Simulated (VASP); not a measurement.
# Al2Si3N (R-3m) in VASP: further runs

Runs on Al2Si3N. Level: PBE. Tasks: single point, relaxation of cell and atoms.

All numbers are computed with VASP 6.6.1; they aren't measurements. Logs are shortened: lines on timing, memory, paths and dates and some standing lists are left out, and cuts for length are marked.

## 1. The cell of the first run

It takes space group R-3m (No. 166, trigonal). The conventional cell has a = 5.753 Å, b = 5.753 Å, c = 9.083 Å, α = 90.00°, β = 90.00°, γ = 120.00°. Within 3.2 Å of Al (site symmetry 3m) lie 1 Al at 2.41 Å and 9 Si at 2.47 to 3.12 Å. Si (site symmetry 2/m) has 2 N at 2.25 Å and 2 Al at 2.47 Å and 4 Si at 2.88 Å within 3.0 Å. N (site symmetry -3m) has 6 Si at 2.25 Å within 3.0 Å.

## 2. Single point, PBE

Contents of INCAR:

```
SYSTEM = Al2Si3N
ALGO     = Normal         ! electronic algorithm
EDIFF    = 1E-6           ! SCF threshold, eV
ENCUT    = 520            ! plane-wave cutoff, eV
GGA      = PE             ! functional
ISIF     = 2              ! what is computed and relaxed
ISMEAR   = 0              ! smearing method
LASPH    = .TRUE.         ! aspherical terms in the spheres
LCHARG   = .FALSE.        ! write CHGCAR
LREAL    = .FALSE.        ! projectors in reciprocal space
LWAVE    = .FALSE.        ! write WAVECAR
NBANDS   = 20             ! bands
NELM     = 60             ! most SCF steps
PREC     = Accurate       ! precision mode
SIGMA    = 0.1            ! smearing width, eV
```

Contents of KPOINTS:

```
k-points
0
G
  12 12 12
  0 0 0
```

Contents of POSCAR:

```
Al2Si3N
1.0
    2.8762776415      1.6606196706      3.0278332286
   -2.8762776415      1.6606196706      3.0278332286
    0.0000000000     -3.3212393412      3.0278332286
Al Si N
2 3 1
Direct
    0.6325456200      0.6325456200      0.6325456200
    0.3674543800      0.3674543800      0.3674543800
    0.0000000000      0.5000000000      0.0000000000
    0.5000000000      0.0000000000      0.0000000000
    0.0000000000      0.0000000000      0.5000000000
    0.0000000000      0.0000000000      0.0000000000
```

Potentials or basis: VASP PAW PBE potentials, release 64 (Al, Si, N).

Launch:

```bash
$ cat potpaw_PBE.64/Al/POTCAR potpaw_PBE.64/Si/POTCAR potpaw_PBE.64/N/POTCAR > POTCAR
$ mpirun -np 1 vasp_std > vasp.out
```

OUTCAR:

```text
SYSTEM = Al2Si3N
   EDIFF = 1E-6
   ENCUT = 520
   GGA = PE
   ISIF = 2
   ISMEAR = 0
   LASPH = .TRUE.
   LREAL = .FALSE.
   NELM = 60
   PREC = Accurate

 ion  position               nearest neighbor table
   1  0.633  0.633  0.633-   2 2.41   3 2.47   4 2.47   5 2.47   5 3.12   5 3.12   4 3.12   3 3.12
                             3 3.12   4 3.12
   2  0.367  0.367  0.367-   1 2.41   3 2.47   4 2.47   5 2.47   5 3.12   5 3.12   4 3.12   3 3.12
                             3 3.12   4 3.12
   3  0.000  0.500  0.000-   6 2.25   6 2.25   1 2.47   2 2.47   4 2.88   4 2.88   5 2.88   5 2.88
                             2 3.12   1 3.12   2 3.12   1 3.12
   4  0.500  0.000  0.000-   6 2.25   6 2.25   1 2.47   2 2.47   3 2.88   3 2.88   5 2.88   5 2.88
                             1 3.12   2 3.12   1 3.12   2 3.12
   5  0.000  0.000  0.500-   6 2.25   6 2.25   1 2.47   2 2.47   4 2.88   3 2.88   3 2.88   4 2.88
                             2 3.12   1 3.12   2 3.12   1 3.12
   6  0.000  0.000  0.000-   3 2.25   4 2.25   3 2.25   4 2.25   5 2.25   5 2.25

  LATTYP: Found a trigonal (rhomboedric) cell.
 ALAT       =     4.4942635461
 COS(alpha) =     0.1808290661

  Lattice vectors:

 A1 = (   2.8762776415,   1.6606196706,   3.0278332286)
 A2 = (  -2.8762776415,   1.6606196706,   3.0278332286)
 A3 = (   0.0000000000,  -3.3212393412,   3.0278332286)

Analysis of symmetry for initial positions (statically):
=====================================================================
 Subroutine PRICEL returns:
 Original cell was already a primitive cell.

 Routine SETGRP: Setting up the symmetry group for a
 trigonal (rhombohedral) supercell.

 Subroutine GETGRP returns: Found 12 space group operations
 (whereof 12 operations were pure point group operations)
 out of a pool of 12 trial point group operations.

The static configuration has the point symmetry D_3d.

Analysis of symmetry for dynamics (positions and initial velocities):
=====================================================================
 Subroutine PRICEL returns:
 Original cell was already a primitive cell.

 Routine SETGRP: Setting up the symmetry group for a
 trigonal (rhombohedral) supercell.

 Subroutine GETGRP returns: Found 12 space group operations
 (whereof 12 operations were pure point group operations)
 out of a pool of 12 trial point group operations.

The dynamic configuration has the point symmetry D_3d.

 Subroutine INISYM returns: Found 12 space group operations
 (whereof 12 operations are pure point group operations),
 and found     1 'primitive' translations

----------------------------------------------------------------------------------------

                                     Primitive cell
[... 107 lines left out ...]
   POTIM  = 0.5000    time-step for ionic-motion
   TEBEG  =    0.0;   TEEND  =   0.0 temperature during run
   PSTRESS=    0.0 pullay stress
   NELECT =      23.0000    total number of electrons
   NUPDOWN=      -1.0000    fix difference up-down
   EMIN   =  10.00;   EMAX   =-10.00  energy-range for DOS
   EFERMI =   0.00;   METHOD = LEGACY
   ISMEAR =     0;   SIGMA  =   0.10  broadening in eV -4-tet -1-fermi 0-gaus
   EFERMI_NEDOS =   21; number of points for ismear=-14 and -15
   IALGO  =     38    algorithm
   IMIX   =      4    mixing-type and parameters
     AMIX     =   0.40;   BMIX     =  1.00
     AMIX_MAG =   1.60;   BMIX_MAG =  1.00
  volume/ion in A,a.u.               =      14.46        97.60
  Fermi-wavevector in a.u.,A,eV,Ry     =   1.051613  1.987261 15.046553  1.105890
  Thomas-Fermi vector in A             =   2.186663
   LORBIT       =      0    0 simple, 1 ext, 2 COOP (PROOUT), +10 PAW based schemes
   GGA     = PE    functional components
   LHFCALC =     F    Hartree Fock is set to
   AEXX    =    0.0000 exact exchange contribution
   IVDW    =     0    specifies the selected vdW correction
   LEPSILON=     F    determine dielectric tensor
   LRPA    =     F    only Hartree local field effects (RPA)
 non-spin polarized calculation
 Gauss-broadening in eV      SIGMA  =   0.10
  energy-cutoff  :      520.00
  volume of cell :       86.77
 maximum number of plane-waves:      2365
 NGX is ok and might be reduce to    36
   NGX = 17   NGY = 17   NGZ = 17

 number of electron      22.9999997 magnetization

 Free energy of the ion-electron system (eV)
  ---------------------------------------------------
  ext. energy  EPLUGINS =         0.00000000
  ---------------------------------------------------
  free energy    TOTEN  =       -28.64077389 eV

  energy without entropy =      -28.62883354  energy(sigma->0) =      -28.63480372

 E-fermi :   8.4491     XC(G=0): -10.6933

 val. band max:        8.4429931236   @ k =  -0.3333   0.3333   0.1667
 cond. band min:       8.4521530028   @ k =   0.5000   0.5000   0.1667
 fundamental gap:      0.0091598792
 Fermi energy:         8.4490588313

 k-point     1 :       0.0000    0.0000    0.0000
  band No.  band energies     occupation
      1      -7.3265      2.00000
      2      -1.4860      2.00000
      3       0.9963      2.00000
      4       2.4802      2.00000
      5       2.4802      2.00000
      6       2.5237      2.00000
[... 541 lines left out ...]
     19      13.4224      0.00000
     20      13.9733      0.00000

 [... further k-points ...]

------------------------ aborting loop because EDIFF is reached ----------------------------------------

  FORCE on cell =-STRESS in cart. coord.  units (eV):
  Direction    XX          YY          ZZ          XY          YZ          ZX
  --------------------------------------------------------------------------------------
  -------------------------------------------------------------------------------------
  Total       -0.0007570     -0.0007570     -0.0469957      0.0000000     -0.0000000      0.0000000
  in kB       -0.0139771     -0.0139771     -0.8677301      0.0000000     -0.0000000      0.0000000
  external PRESSURE =      -0.2985614 kB  Pullay stress =       0.0000000 kB

 VOLUME and BASIS-vectors are now :
 -----------------------------------------------------------------------------
  energy-cutoff  :      520.00
  volume of cell :       86.77
      direct lattice vectors                 reciprocal lattice vectors
     2.876277642  1.660619671  3.027833229     0.173835791  0.100364141  0.110089727
    -2.876277642  1.660619671  3.027833229    -0.173835791  0.100364141  0.110089727
     0.000000000 -3.321239341  3.027833229     0.000000000 -0.200728282  0.110089727

 POSITION                                       TOTAL-FORCE (eV/Angst)
 -----------------------------------------------------------------------------------
      0.00000      0.00000      5.74573        -0.000000     -0.000000      0.000643
      0.00000      0.00000      3.33777        -0.000000     -0.000000     -0.000643
     -1.43814      0.83031      1.51392        -0.000000      0.000000     -0.000000
      1.43814      0.83031      1.51392         0.000000     -0.000000     -0.000000
      0.00000     -1.66062      1.51392        -0.000000     -0.000000      0.000000
      0.00000      0.00000      0.00000        -0.000000      0.000000      0.000000
 -----------------------------------------------------------------------------------
    total drift:                               -0.000000      0.000000      0.000000

  FREE ENERGIE OF THE ION-ELECTRON SYSTEM (eV)
  ---------------------------------------------------
  free  energy   TOTEN  =       -28.6407738927 eV

  energy  without entropy=      -28.6288335413  energy(sigma->0) =      -28.63480372
```

Wall time 4.9 min (1 thread of Intel Xeon 6975P-C, shared host); peak memory 0.41 GiB.

What came out:

```
Free energy : -28.6408 eV
Pressure    : 0.0 GPa
```

## 3. Relaxation of cell and atoms, PBE

This run uses another cell than the first one, of 14.42 Å³/atom, 0.997 times its volume.

Contents of INCAR:

```
ALGO = Normal ; EDIFF = 1E-6
EDIFFG = -0.01 ; ENCUT = 600
GGA = PE ; IBRION = 2
ISIF = 3 ; ISMEAR = 0
LASPH = True ; LCHARG = False
LREAL = False ; LWAVE = False
NELM = 100 ; NSW = 100
PREC = Accurate ; SIGMA = 0.1
```

Contents of KPOINTS:

```
k-points
0
Gamma
  12 12 12
```

Contents of POSCAR:

```
Al2Si3N
1.0
    2.8715174686      1.6578713835      3.0299158616
   -2.8715174686      1.6578713835      3.0299158616
    0.0000000000     -3.3157427669      3.0299158616
Al Si N
2 3 1
Direct
    0.6323305432      0.6323305432      0.6323305432
    0.3676694568      0.3676694568      0.3676694568
    0.0000000000      0.5000000000      0.0000000000
    0.5000000000      0.0000000000      0.0000000000
    0.0000000000      0.0000000000      0.5000000000
    0.0000000000      0.0000000000      0.0000000000
```

Potentials or basis: VASP PAW PBE potentials, release 64 (Al, Si, N).

Launch:

```bash
$ cat potpaw_PBE.64/Al/POTCAR potpaw_PBE.64/Si/POTCAR potpaw_PBE.64/N/POTCAR > POTCAR
$ mpirun -np 1 vasp_std > vasp.out
```

OUTCAR:

```text
EDIFF = 1E-6
   EDIFFG = -0.01
   ENCUT = 600
   GGA = PE
   IBRION = 2
   ISIF = 3
   ISMEAR = 0
   LASPH = True
   LREAL = False
   NELM = 100
   NSW = 100
   PREC = Accurate

 ion  position               nearest neighbor table
   1  0.632  0.632  0.632-   2 2.41   3 2.47   4 2.47   5 2.47   3 3.11   4 3.11   4 3.11   3 3.11
                             5 3.11   5 3.11
   2  0.368  0.368  0.368-   1 2.41   3 2.47   4 2.47   5 2.47   3 3.11   4 3.11   3 3.11   4 3.11
                             5 3.11   5 3.11
   3  0.000  0.500  0.000-   6 2.25   6 2.25   1 2.47   2 2.47   5 2.87   5 2.87   4 2.87   4 2.87
                             2 3.11   1 3.11   2 3.11   1 3.11
   4  0.500  0.000  0.000-   6 2.25   6 2.25   1 2.47   2 2.47   5 2.87   5 2.87   3 2.87   3 2.87
                             2 3.11   1 3.11   1 3.11   2 3.11
   5  0.000  0.000  0.500-   6 2.25   6 2.25   1 2.47   2 2.47   4 2.87   3 2.87   3 2.87   4 2.87
                             2 3.11   1 3.11   2 3.11   1 3.11
[... 303 lines left out ...]
     10       6.9431      2.00000
     11       6.9431      2.00000
     12       9.0409      0.00000
     13       9.0409      0.00000
     14       9.7673      0.00000
[... 401 lines left out ...]
      2      -2.1909      2.00000
      3      -0.5937      2.00000
      4       1.5186      2.00000
      5       2.6186      2.00000
      6       3.7479      2.00000
      7       4.5185      2.00000
      8       4.8575      2.00000
      9       5.2535      2.00000
     10       6.7413      2.00000
     11       7.4008      2.00000
     12       8.3071      1.95673
     13       9.3388      0.00000
     14       9.8356      0.00000
     15      10.5497      0.00000

 [... further k-points ...]

------------------------ aborting loop because EDIFF is reached ----------------------------------------

  FORCE on cell =-STRESS in cart. coord.  units (eV):
  Direction    XX          YY          ZZ          XY          YZ          ZX
  --------------------------------------------------------------------------------------
  -------------------------------------------------------------------------------------
  Total       -0.0131228     -0.0131228     -0.0449848      0.0000000     -0.0000000     -0.0000000
  in kB       -0.2423221     -0.2423221     -0.8306757      0.0000000     -0.0000000     -0.0000000
  external PRESSURE =      -0.4384400 kB  Pullay stress =       0.0000000 kB
[... 21 lines left out ...]
  FREE ENERGIE OF THE ION-ELECTRON SYSTEM (eV)
  ---------------------------------------------------
  free  energy   TOTEN  =       -28.6426531395 eV

  energy  without entropy=      -28.6307165846  energy(sigma->0) =      -28.63668486

 reached required accuracy - stopping structural energy minimisation
```

OSZICAR:

```text
N       E                     dE             d eps       ncg     rms          rms(c)
DAV:   1     0.578805233292E+02    0.57881E+02   -0.99923E+03  5670   0.143E+03
DAV:   2    -0.240544496249E+02   -0.81935E+02   -0.80470E+02  7478   0.183E+02
DAV:   3    -0.297967793397E+02   -0.57423E+01   -0.56187E+01  7676   0.511E+01
DAV:   4    -0.298923272718E+02   -0.95548E-01   -0.95373E-01  6939   0.734E+00
[... 20 lines left out ...]
DAV:   1    -0.286427431212E+02   -0.13727E-03   -0.34910E-03  6874   0.421E-01    0.603E-02
DAV:   2    -0.286426690394E+02    0.74082E-04   -0.67757E-04  8680   0.178E-01    0.240E-02
DAV:   3    -0.286426570205E+02    0.12019E-04   -0.93803E-05  7834   0.717E-02    0.118E-02
DAV:   4    -0.286426540824E+02    0.29382E-05   -0.24354E-05  7502   0.313E-02    0.602E-03
DAV:   5    -0.286426531395E+02    0.94286E-06   -0.42661E-06  5702   0.147E-02
   3 F= -.28642653E+02 E0= -.28636685E+02  d E =-.247085E-03
```

It took 7.1 min on 1 thread of Intel Xeon 6975P-C, shared host; peak memory 0.43 GiB.

Results:

```
Free energy                            : -28.6427 eV
Relaxed volume                         : 14.46 Å³/atom
Relaxed cell                           : a = 4.494 Å, b = 4.494 Å, c = 4.494 Å, α = 79.58°, β = 79.58°, γ = 79.58°
Space group after relaxing (to 0.05 Å) : R-3m (No. 166)
Energy gained by relaxing              : 0.0 meV/atom
Ionic steps                            : 3
Pressure after relaxing                : 0.0 GPa
Largest force after relaxing           : 0.006 eV/Å
```

Forces on the atoms (eV/Å):
```
Al   0.000  0.000  0.006
Al   0.000  0.000 -0.006
Si   0.000  0.000  0.000
Si   0.000  0.000  0.000
Si   0.000  0.000  0.000
N    0.000  0.000  0.000
```

The path:
```tsv
step	energy change (eV)	largest force (eV/Å)	pressure (GPa)	volume (Å³)
1	0.0000	0.0204	0.11	86.55
2	-0.0002	0.0122	0.02	86.67
3	-0.0002	0.0057	-0.04	86.77
```

Final structure:
```cif
data_structure
_symmetry_space_group_name_H-M 'P 1'
_symmetry_Int_Tables_number 1
_cell_length_a 4.4941
_cell_length_b 4.4941
_cell_length_c 4.4941
_cell_angle_alpha 79.584
_cell_angle_beta 79.584
_cell_angle_gamma 79.584
_cell_volume 86.77
loop_
_atom_site_label
_atom_site_type_symbol
_atom_site_fract_x
_atom_site_fract_y
_atom_site_fract_z
_atom_site_occupancy
Al1 Al 0.63252 0.63252 0.63252 1
Al2 Al 0.36748 0.36748 0.36748 1
Si1 Si 0.00000 0.50000 0.00000 1
Si2 Si 0.50000 0.00000 0.00000 1
Si3 Si 0.00000 0.00000 0.50000 1
N1 N 0.00000 0.00000 0.00000 1
```
